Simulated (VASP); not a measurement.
# AlNi (P4mm) in VASP: a series of runs, part 2 of 2

VASP 6.6.1. Earlier steps stand in the parts before.

## 5. Single point, PBEsol

The input, INCAR:

```
  PREC = Accurate
  ENCUT = 520
  EDIFF = 1E-7
  ISMEAR = 0
  SIGMA = 0.15
  LREAL = F
  LASPH = T
  NELM = 100
  ALGO = Normal
  ISIF = 2
  LWAVE = F
  LCHARG = F
  GGA = PS
  NBANDS = 14
```

The input, KPOINTS:

```
regular mesh
0
Gamma
  16 16 16
```

The input, POSCAR:

```
AlNi
1.0
    2.7902777901      0.0000000000      0.0000000000
    0.0000000000      2.7902777901      0.0000000000
    0.0000000000      0.0000000000      2.7902777901
Al Ni
1 1
Direct
    0.0000000000      0.0000000000     -0.0132782478
    0.5000000000      0.5000000000      0.5061040518
```

Potentials or basis: VASP PAW PBE potentials, release 64 (Al, Ni).

On the command line:

```sh
> cat potpaw_PBE.64/Al/POTCAR potpaw_PBE.64/Ni/POTCAR > POTCAR
> mpirun -np 1 vasp_std > vasp.out
```

OUTCAR:

```text
PREC = Accurate
   ENCUT = 520
   EDIFF = 1E-7
   ISMEAR = 0
   LREAL = F
   LASPH = T
   NELM = 100
   ISIF = 2
   GGA = PS

 ion  position               nearest neighbor table
   1  0.000  0.000  0.987-   2 2.39   2 2.39   2 2.39   2 2.39   2 2.45   2 2.45   2 2.45   2 2.45

   2  0.500  0.500  0.506-   1 2.39   1 2.39   1 2.39   1 2.39   1 2.45   1 2.45   1 2.45   1 2.45

  LATTYP: Found a simple cubic cell.
 ALAT       =     2.7902777901

  Lattice vectors:

[... 586 lines left out ...]
      8      17.0951      0.00000
      9      18.1104      0.00000
     10      20.3101      0.00000
     11      23.1823      0.00000
     12      28.2733      0.00000
     13      29.2116      0.00000
     14      29.2906      0.00000

 [... further k-points ...]
[... 5 lines left out ...]
  --------------------------------------------------------------------------------------
  -------------------------------------------------------------------------------------
  Total        2.1782431      2.1782431      2.1440761      0.0000000      0.0000000      0.0000000
  in kB      160.6477337    160.6477337    158.1278833      0.0000000      0.0000000      0.0000000
  external PRESSURE =     159.8077836 kB  Pullay stress =       0.0000000 kB

 VOLUME and BASIS-vectors are now :
 -----------------------------------------------------------------------------
  energy-cutoff  :      520.00
  volume of cell :       21.72
      direct lattice vectors                 reciprocal lattice vectors
     2.790277790  0.000000000  0.000000000     0.358387256  0.000000000  0.000000000
     0.000000000  2.790277790  0.000000000     0.000000000  0.358387256  0.000000000
     0.000000000  0.000000000  2.790277790     0.000000000  0.000000000  0.358387256

 POSITION                                       TOTAL-FORCE (eV/Angst)
 -----------------------------------------------------------------------------------
      0.00000      0.00000      2.75323         0.000000      0.000000      0.449316
      1.39514      1.39514      1.41217         0.000000      0.000000     -0.449316
 -----------------------------------------------------------------------------------
    total drift:                                0.000000     -0.000000      0.000199

  FREE ENERGIE OF THE ION-ELECTRON SYSTEM (eV)
  ---------------------------------------------------
  free  energy   TOTEN  =       -11.4991533363 eV

  energy  without entropy=      -11.4912472658  energy(sigma->0) =      -11.49520030
```

OSZICAR:

```text
N       E                     dE             d eps       ncg     rms          rms(c)
DAV:   1     0.411164188321E+02    0.41116E+02   -0.54114E+03 11596   0.998E+02
DAV:   2    -0.113946879658E+02   -0.52511E+02   -0.47357E+02 12234   0.186E+02
DAV:   3    -0.132003240115E+02   -0.18056E+01   -0.17873E+01 14178   0.377E+01
DAV:   4    -0.132230469291E+02   -0.22723E-01   -0.22716E-01 13664   0.387E+00
DAV:   5    -0.132236907271E+02   -0.64380E-03   -0.64379E-03 14534   0.713E-01    0.135E+01
DAV:   6    -0.147926940940E+02   -0.15690E+01   -0.46689E+01 13224   0.998E+01    0.150E+01
DAV:   7    -0.115295627712E+02    0.32631E+01   -0.13773E+01 13518   0.587E+01    0.104E+00
DAV:   8    -0.115152841301E+02    0.14279E-01   -0.22921E-01 14260   0.509E+00    0.105E+00
DAV:   9    -0.114994750832E+02    0.15809E-01   -0.42517E-02 14808   0.274E+00    0.202E-01
DAV:  10    -0.114991536718E+02    0.32141E-03   -0.12888E-03 14802   0.497E-01    0.901E-02
DAV:  11    -0.114991551984E+02   -0.15266E-05   -0.40188E-05 13930   0.489E-02    0.195E-02
DAV:  12    -0.114991534794E+02    0.17191E-05   -0.91627E-06 14802   0.444E-02    0.400E-03
DAV:  13    -0.114991533446E+02    0.13475E-06   -0.32052E-07 13610   0.474E-03    0.141E-03
DAV:  14    -0.114991533363E+02    0.83833E-08   -0.97265E-09  7440   0.937E-04
   1 F= -.11499153E+02 E0= -.11495200E+02  d E =-.790607E-02
```

stdout:

```text
POSCAR found type information on POSCAR AlNi
 POSCAR found :  2 types and       2 ions
 scaLAPACK will be used
 -----------------------------------------------------------------------------
|                                                                             |
|                                                                             |
|     You enforced a specific xc type in the INCAR file but a different       |
|     I HOPE YOU KNOW WHAT YOU ARE DOING!                                     |
|                                                                             |
 -----------------------------------------------------------------------------

 LDA part: xc-table for (Slater+PW92), standard interpolation
 POSCAR, INCAR and KPOINTS ok, starting setup
 FFT: planning ... GRIDC
 FFT: planning ... GRID_SOFT
 FFT: planning ... GRID
 WAVECAR not read
 entering main loop
```

Wall time 49 s (1 thread of Intel Xeon Platinum 8488C (Sapphire Rapids), shared host); peak memory 0.25 GiB.

What came out:

* Free energy: -11.4992 eV
* Pressure: 16.0 GPa
* Largest force: 0.449 eV/Å

Forces on the atoms (eV/Å):
```
Al   0.000  0.000  0.449
Ni   0.000  0.000 -0.449
```

Stress tensor (GPa, compression positive):
```
16.06  0.00  0.00
 0.00 16.06  0.00
 0.00  0.00 15.81
```

Levels at points of the mesh, in eV from the Fermi level:
```csv
k point,band 3,band 4,band 5,band 6,band 7,band 8,band 9,band 10,band 11,band 12
"(0.00, 0.00, 0.00)",-3.73,-1.75,-1.75,-1.75,5.92,5.92,5.92,8.47,8.48,15.50
"(0.50, 0.00, 0.00)",-3.18,-2.55,-2.55,-1.65,-0.70,8.41,10.48,10.49,11.86,11.89
"(0.00, 0.00, 0.50)",-3.18,-2.55,-2.55,-1.65,-0.70,8.41,10.46,10.46,11.89,11.89
"(0.50, 0.50, 0.00)",-3.16,-3.16,-2.36,-2.36,-1.15,1.64,2.98,13.41,15.70,15.70
"(0.00, 0.50, 0.50)",-3.15,-3.13,-2.38,-2.37,-1.14,1.65,2.98,13.40,15.90,15.91
"(0.50, 0.50, 0.50)",-4.60,-1.11,-1.11,1.89,1.89,1.90,4.51,4.92,4.92,5.02
```

Caveat: the PAW data sets were made with another functional, which shifts forces and pressure a little. Spin polarisation is off, so any magnetic state and its effect on volume and gap are missing.

## 6. Single point, PBEsol

This run uses another cell than the first one, of 11.14 Å³/atom, 1.026 times its volume.

The input, INCAR:

```
PREC = Accurate ; ENCUT = 520
EDIFF = 1E-6 ; ISMEAR = 0
SIGMA = 0.15 ; LREAL = F
LASPH = T ; NELM = 60
ALGO = Normal ; ISIF = 2
LWAVE = F ; LCHARG = F
GGA = PS ; NBANDS = 14
```

KPOINTS is that of step 5.

The input, POSCAR:

```
AlNi
1.0
    2.8140309241      0.0000000000      0.0000000000
    0.0000000000      2.8140309241      0.0000000000
    0.0000000000      0.0000000000      2.8140309241
Al Ni
1 1
Direct
    0.0000000000      0.0000000000     -0.0199173717
    0.5000000000      0.5000000000      0.5091560777
```

Potentials or basis: VASP PAW PBE potentials, release 64 (Al, Ni).

On the command line:

```sh
> cat potpaw_PBE.64/Al/POTCAR potpaw_PBE.64/Ni/POTCAR > POTCAR
> mpirun -np 1 vasp_std > vasp.out
```

Run time: 46 s. Hardware: 1 thread of Intel Xeon Platinum 8488C (Sapphire Rapids), shared host; peak memory 0.25 GiB.

Results (log left out):

```
Free energy   : -11.5306 eV
Pressure      : 10.6 GPa
Largest force : 0.620 eV/Å
```

Forces on the atoms (eV/Å):
```
Al   0.000  0.000  0.620
Ni   0.000  0.000 -0.620
```

Stress tensor (GPa, compression positive):
```
10.73  0.00  0.00
 0.00 10.73  0.00
 0.00  0.00 10.23
```

Levels at points of the mesh, in eV from the Fermi level:
```csv
k point,band 4,band 5,band 6,band 7,band 8,band 9,band 10,band 11
"(0.00, 0.00, 0.00)",-1.70,-1.69,-1.69,5.81,5.81,5.81,8.39,8.40
"(0.50, 0.00, 0.00)",-2.48,-2.47,-1.60,-0.69,8.39,10.35,10.38,11.56
"(0.00, 0.00, 0.50)",-2.47,-2.47,-1.60,-0.68,8.39,10.32,10.32,11.64
"(0.50, 0.50, 0.00)",-3.09,-2.27,-2.27,-1.11,1.59,2.84,13.12,15.35
"(0.00, 0.50, 0.50)",-3.04,-2.30,-2.29,-1.11,1.59,2.84,13.10,15.67
"(0.50, 0.50, 0.50)",-1.08,-1.08,1.90,1.90,1.93,4.22,4.81,4.81
```

Caveat: the PAW data sets were made with another functional, which shifts forces and pressure a little.
